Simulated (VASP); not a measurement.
# Zn (P6_3/mmc) in VASP: single point with LDA

Aim: the single point of Zn with LDA.

Everything below comes from runs of VASP 6.6.1. Logs are shortened: lines on timing, memory, paths and dates and some standing lists are left out, and cuts for length are marked.

## Step 1: The cell of the first run

Symmetry: P6_3/mmc, No. 194, hexagonal system. Conventional cell: a = 2.597 Å, b = 2.597 Å, c = 4.595 Å, α = 90.00°, β = 90.00°, γ = 120.00°. Zn (site symmetry -6m2) has 12 Zn at 2.60 to 2.74 Å within 3.4 Å.

## Step 2: Single point, LDA

The input, INCAR:

```
SYSTEM = Zn
PREC     = Accurate       ! precision mode
ENCUT    = 520            ! plane-wave cutoff, eV
EDIFF    = 1E-7           ! SCF threshold, eV
ISMEAR   = -1             ! smearing method
SIGMA    = 0.05           ! smearing width, eV
LREAL    = .False.        ! projectors in reciprocal space
LASPH    = .True.         ! aspherical terms in the spheres
NELM     = 100            ! most SCF steps
ALGO     = Normal         ! electronic algorithm
ISIF     = 2              ! what is computed and relaxed
LWAVE    = .False.        ! write WAVECAR
LCHARG   = .False.        ! write CHGCAR
GGA      = CA             ! functional
NBANDS   = 19             ! bands
```

The input, KPOINTS:

```
Automatic mesh
0
Gamma
  17 17 8
  0 0 0
```

The input, POSCAR:

```
Zn
1.0
    2.5970534149      0.0000000000      0.0000000000
   -1.2985267075      2.2491142323      0.0000000000
    0.0000000000      0.0000000000      4.5951867745
Zn
2
Direct
    0.3333333333      0.6666666667      0.2500000000
    0.6666666667      0.3333333333      0.7500000000
```

Potentials or basis: VASP PAW LDA potentials, release 64 (Zn).

Started as:

```console
$ cat potpaw_LDA.64/Zn/POTCAR > POTCAR
$ mpirun -np 1 vasp_std > vasp.out
```

OUTCAR:

```text
SYSTEM = Zn
   PREC = Accurate
   ENCUT = 520
   EDIFF = 1E-7
   ISMEAR = -1
   LREAL = .False.
   LASPH = .True.
   NELM = 100
   ISIF = 2
   GGA = CA

 ion  position               nearest neighbor table
   1  0.333  0.667  0.250-   2 2.74   2 2.74   2 2.74   2 2.74   2 2.74   2 2.74
   2  0.667  0.333  0.750-   1 2.74   1 2.74   1 2.74   1 2.74   1 2.74   1 2.74

  LATTYP: Found a hexagonal cell.
 ALAT       =     2.5970534149
 C/A-ratio  =     1.7693847759

  Lattice vectors:

 A1 = (   2.5970534149,   0.0000000000,   0.0000000000)
 A2 = (  -1.2985267075,   2.2491142323,   0.0000000000)
 A3 = (   0.0000000000,   0.0000000000,   4.5951867745)

Analysis of symmetry for initial positions (statically):
=====================================================================
 Subroutine PRICEL returns:
 Original cell was already a primitive cell.

 Routine SETGRP: Setting up the symmetry group for a
 hexagonal supercell.

 Subroutine GETGRP returns: Found 24 space group operations
 (whereof 12 operations were pure point group operations)
 out of a pool of 24 trial point group operations.

The static configuration has the point symmetry D_3d.
 The point group associated with its full space group is D_6h.

Analysis of symmetry for dynamics (positions and initial velocities):
=====================================================================
 Subroutine PRICEL returns:
 Original cell was already a primitive cell.

 Routine SETGRP: Setting up the symmetry group for a
 hexagonal supercell.

 Subroutine GETGRP returns: Found 24 space group operations
 (whereof 12 operations were pure point group operations)
 out of a pool of 24 trial point group operations.

The dynamic configuration has the point symmetry D_3d.
 The point group associated with its full space group is D_6h.

 Subroutine INISYM returns: Found 24 space group operations
 (whereof 12 operations are pure point group operations),
 and found     1 'primitive' translations

----------------------------------------------------------------------------------------

                                     Primitive cell

  volume of cell :      26.8408

  direct lattice vectors                    reciprocal lattice vectors
     2.597053415  0.000000000  0.000000000     0.385051765  0.222309740  0.000000000
    -1.298526707  2.249114232  0.000000000     0.000000000  0.444619480  0.000000000
     0.000000000  0.000000000  4.595186775     0.000000000  0.000000000  0.217619011

  length of vectors
     2.597053415  2.597053415  4.595186775     0.444619480  0.444619480  0.217619011

  position of ions in fractional coordinates (direct lattice)
     0.333333333  0.666666667  0.250000000
     0.666666667  0.333333333  0.750000000

  ion indices of the primitive-cell ions
   primitive index   ion index
                 1           1
                 2           2

----------------------------------------------------------------------------------------

 KPOINTS: Automatic mesh

Automatic generation of k-mesh.
 Grid dimensions read from file:
 generate k-points for:   17   17    8

 Generating k-lattice:

  Cartesian coordinates                     Fractional coordinates (reciprocal lattice)
     0.022650104  0.013077044  0.000000000     0.058823529  0.000000000  0.000000000
     0.000000000  0.026154087  0.000000000     0.000000000  0.058823529  0.000000000
     0.000000000  0.000000000  0.027202376     0.000000000  0.000000000  0.125000000

  Length of vectors
     0.026154087  0.026154087  0.027202376

  Shift w.r.t. Gamma in fractional coordinates (k-lattice)
     0.000000000  0.000000000  0.000000000

 Subroutine IBZKPT returns following result:
 ===========================================

 Found    165 irreducible k-points:

 Following reciprocal coordinates:
            Coordinates               Weight
  0.000000  0.000000  0.000000      1.000000
  0.058824  0.000000  0.000000      6.000000
  0.117647 -0.000000  0.000000      6.000000
  0.176471 -0.000000  0.000000      6.000000
  0.235294 -0.000000  0.000000      6.000000
  0.294118  0.000000  0.000000      6.000000
[... 16 lines left out ...]
  0.411765  0.117647  0.000000     12.000000
  0.176471  0.176471  0.000000      6.000000
 [... further k-points ...]
   k-points           NKPTS =    165   k-points in BZ     NKDIM =    165   number of bands    NBANDS=     19
   number of dos      NEDOS =    301   number of ions     NIONS =      2
   total plane-waves  NPLWV =  14400
   dimension x,y,z NGX =    20 NGY =   20 NGZ =   36
   dimension x,y,z NGXF=    40 NGYF=   40 NGZF=   72
   ions per type =               2
   NGX,Y,Z   is equivalent  to a cutoff of  12.80, 12.80, 13.02 a.u.
   NGXF,Y,Z  is equivalent  to a cutoff of  25.61, 25.61, 26.05 a.u.
 SYSTEM =  Zn
   PREC   = accura    normal or accurate (medium, high low for compatibility)
   ISTART =      0    job   : 0-new  1-cont  2-samecut
   ICHARG =      2    charge: 1-file 2-atom 10-const
   ISPIN  =      1    spin polarized calculation?
   LNONCOLLINEAR =      F non collinear calculations
   LSORBIT =      F    spin-orbit coupling
   LASPH  =      T    aspherical Exc in radial PAW
   ENCUT  =  520.0 eV  38.22 Ry    6.18 a.u.   4.83  4.83  8.54*2*pi/ulx,y,z
   NELM   =    100;   NELMIN=  2; NELMDL= -5     # of ELM steps
   EDIFF  = 0.1E-06   stopping-criterion for ELM
   LREAL  =      F    real-space projection
   EDIFFG = 0.1E-05   stopping-criterion for IOM
   NSW    =      0    number of steps for IOM
   IBRION =     -1    ionic relax: 0-MD 1-quasi-New 2-CG
   NFREE  =      0    steps in history (QN), initial steepest desc. (CG)
   ISIF   =      2    stress and relaxation
   ISYM   =      2    0-nonsym 1-usesym 2-fastsym
   POTIM  = 0.5000    time-step for ionic-motion
   TEBEG  =    0.0;   TEEND  =   0.0 temperature during run
   PSTRESS=    0.0 pullay stress
   NELECT =      24.0000    total number of electrons
   NUPDOWN=      -1.0000    fix difference up-down
   EMIN   =  10.00;   EMAX   =-10.00  energy-range for DOS
   EFERMI =   0.00;   METHOD = LEGACY
   ISMEAR =    -1;   SIGMA  =   0.05  broadening in eV -4-tet -1-fermi 0-gaus
   EFERMI_NEDOS =   21; number of points for ismear=-14 and -15
   IALGO  =     38    algorithm
   IMIX   =      4    mixing-type and parameters
     AMIX     =   0.40;   BMIX     =  1.00
     AMIX_MAG =   1.60;   BMIX_MAG =  1.00
  volume/ion in A,a.u.               =      13.42        90.57
  Fermi-wavevector in a.u.,A,eV,Ry     =   1.577176  2.980430 33.844260  2.487483
  Thomas-Fermi vector in A             =   2.677897
   LORBIT       =      0    0 simple, 1 ext, 2 COOP (PROOUT), +10 PAW based schemes
   GGA     = CA    functional components
   LHFCALC =     F    Hartree Fock is set to
   AEXX    =    0.0000 exact exchange contribution
   IVDW    =     0    specifies the selected vdW correction
   LEPSILON=     F    determine dielectric tensor
   LRPA    =     F    only Hartree local field effects (RPA)
 non-spin polarized calculation
  energy-cutoff  :      520.00
  volume of cell :       26.84
 maximum number of plane-waves:       733
 NGX is ok and might be reduce to    20
   NGX =  9   NGY =  9   NGZ = 17

 number of electron      23.9999999 magnetization

 Free energy of the ion-electron system (eV)
  ---------------------------------------------------
  ext. energy  EPLUGINS =         0.00000000
  ---------------------------------------------------
  free energy    TOTEN  =        -3.75150441 eV

  energy without entropy =       -3.74816276  energy(sigma->0) =       -3.74983359

 E-fermi :   3.8607     XC(G=0): -12.5755

 val. band max:        3.8537050171   @ k =   0.2941   0.2941   0.3750
 cond. band min:       3.8614793857   @ k =   0.2353   0.2353   0.1250
 fundamental gap:      0.0077743686
 Fermi energy:         3.8607162447

 k-point     1 :       0.0000    0.0000    0.0000
  band No.  band energies     occupation
      1      -7.5979      2.00000
      2      -5.3492      2.00000
      3      -4.4591      2.00000
      4      -4.2505      2.00000
      5      -4.2505      2.00000
      6      -4.1705      2.00000
[... 11 lines left out ...]
     18      23.6103      0.00000
     19      23.6103      0.00000

 k-point     2 :       0.0588    0.0000    0.0000
  band No.  band energies     occupation
      1      -7.4901      2.00000
      2      -5.3013      2.00000
      3      -4.4522      2.00000
      4      -4.2577      2.00000
      5      -4.2224      2.00000
      6      -4.1829      2.00000
[... 11 lines left out ...]
     18      24.2536      0.00000
     19      24.6877      0.00000

 k-point     3 :       0.1176   -0.0000    0.0000
  band No.  band energies     occupation
      1      -7.1712      2.00000
      2      -5.1720      2.00000
      3      -4.4470      2.00000
      4      -4.2680      2.00000
      5      -4.2021      2.00000
      6      -4.1411      2.00000
[... 11 lines left out ...]
     18      23.1926      0.00000
     19      24.1689      0.00000

 k-point     4 :       0.1765   -0.0000    0.0000
  band No.  band energies     occupation
      1      -6.6600      2.00000
      2      -5.0107      2.00000
      3      -4.4556      2.00000
      4      -4.2999      2.00000
      5      -4.1641      2.00000
      6      -4.1438      2.00000
[... 11 lines left out ...]
     18      20.8778      0.00000
     19      22.1125      0.00000

 k-point     5 :       0.2353   -0.0000    0.0000
  band No.  band energies     occupation
      1      -6.0145      2.00000
      2      -4.9163      2.00000
      3      -4.4058      2.00000
      4      -4.3906      2.00000
      5      -4.3270      2.00000
      6      -4.0012      2.00000
[... 11 lines left out ...]
     18      20.0101      0.00000
     19      22.5639      0.00000

 k-point     6 :       0.2941    0.0000    0.0000
  band No.  band energies     occupation
      1      -5.4193      2.00000
      2      -4.9370      2.00000
      3      -4.5892      2.00000
      4      -4.2990      2.00000
      5      -4.2220      2.00000
      6      -4.0656      2.00000
[... 11 lines left out ...]
     18      19.4885      0.00000
     19      22.2685      0.00000

 k-point     7 :       0.3529    0.0000    0.0000
  band No.  band energies     occupation
      1      -5.1464      2.00000
      2      -4.9968      2.00000
      3      -4.7421      2.00000
      4      -4.2095      2.00000
      5      -4.1387      2.00000
      6      -4.1016      2.00000
[... 11 lines left out ...]
     18      19.1078      0.00000
     19      21.4367      0.00000

 k-point     8 :       0.4118    0.0000    0.0000
  band No.  band energies     occupation
      1      -5.1178      2.00000
      2      -5.0296      2.00000
      3      -4.8442      2.00000
      4      -4.1928      2.00000
      5      -4.1355      2.00000
      6      -4.1310      2.00000
[... 256 lines left out ...]
 k-point    20 :       0.2353    0.1176    0.0000
  band No.  band energies     occupation
      1      -5.1776      2.00000
      2      -4.8213      2.00000
      3      -4.6011      2.00000
      4      -4.4144      2.00000
      5      -4.2747      2.00000
      6      -4.1922      2.00000
[... 11 lines left out ...]
     18      19.1186      0.00000
     19      19.8272      0.00000

 k-point    21 :       0.2941    0.1176    0.0000
  band No.  band energies     occupation
      1      -4.9577      2.00000
      2      -4.8861      2.00000
      3      -4.7313      2.00000
      4      -4.2293      2.00000
      5      -4.1968      2.00000
      6      -4.1733      2.00000
[... 11 lines left out ...]
     18      18.4434      0.00000
     19      19.2388      0.00000

 k-point    22 :       0.3529    0.1176    0.0000
  band No.  band energies     occupation
      1      -4.9850      2.00000
      2      -4.8964      2.00000
      3      -4.8184      2.00000
      4      -4.2427      2.00000
      5      -4.1304      2.00000
      6      -4.1190      2.00000
[... 11 lines left out ...]
     18      17.9771      0.00000
     19      18.8475      0.00000

 k-point    23 :       0.4118    0.1176    0.0000
  band No.  band energies     occupation
      1      -5.0200      2.00000
      2      -4.9056      2.00000
      3      -4.8618      2.00000
      4      -4.2324      2.00000
      5      -4.1862      2.00000
      6      -4.0780      2.00000
[... 11 lines left out ...]
     18      17.7388      0.00000
     19      18.6519      0.00000

 k-point    24 :       0.1765    0.1765    0.0000
  band No.  band energies     occupation
      1      -5.1670      2.00000
      2      -4.6893      2.00000
      3      -4.6046      2.00000
      4      -4.5690      2.00000
      5      -4.2803      2.00000
      6      -4.2140      2.00000
[... 11 lines left out ...]
     18      17.5039      0.00000
     19      18.5835      0.00000

 [... further k-points ...]
[... 5 lines left out ...]
  --------------------------------------------------------------------------------------
  -------------------------------------------------------------------------------------
  Total        0.1420709      0.1420709      0.0924036     -0.0000000      0.0000000      0.0000000
  in kB        8.4804730      8.4804730      5.5157419     -0.0000000      0.0000000      0.0000000
  external PRESSURE =       7.4922293 kB  Pullay stress =       0.0000000 kB

 VOLUME and BASIS-vectors are now :
 -----------------------------------------------------------------------------
  energy-cutoff  :      520.00
  volume of cell :       26.84
      direct lattice vectors                 reciprocal lattice vectors
     2.597053415  0.000000000  0.000000000     0.385051765  0.222309740  0.000000000
    -1.298526707  2.249114232  0.000000000     0.000000000  0.444619480  0.000000000
     0.000000000  0.000000000  4.595186775     0.000000000  0.000000000  0.217619011

 POSITION                                       TOTAL-FORCE (eV/Angst)
 -----------------------------------------------------------------------------------
     -0.00000      1.49941      1.14880         0.000000      0.000000      0.000000
      1.29853      0.74970      3.44639        -0.000000     -0.000000      0.000000
 -----------------------------------------------------------------------------------
    total drift:                               -0.000000      0.000000      0.000000

  FREE ENERGIE OF THE ION-ELECTRON SYSTEM (eV)
  ---------------------------------------------------
  free  energy   TOTEN  =        -3.7515044080 eV

  energy  without entropy=       -3.7481627624  energy(sigma->0) =       -3.74983359
```

It took 23 s on 1 thread of Intel Xeon 6975P-C (Granite Rapids), shared host; peak memory 0.17 GiB.

What came out:

```yaml
Free_energy: -3.7515 eV
Pressure: 0.7 GPa
Band_gap_on_the_k_mesh: zero (band 12 reaches 5.14 eV, above the bottom of band 13 at 1.47 eV)
```

Levels at points of the mesh, in eV from the Fermi level:
```
           k point  band 9  band 10  band 11  band 12  band 13  band 14  band 15  band 16
(0.00, 0.00, 0.00)   -7.71    -7.38    -7.38    -4.02    -2.39    16.51    17.91    17.91
(0.00, 0.00, 0.50)   -7.51    -7.51    -7.51    -7.51     6.00     6.00    19.46    19.46
```
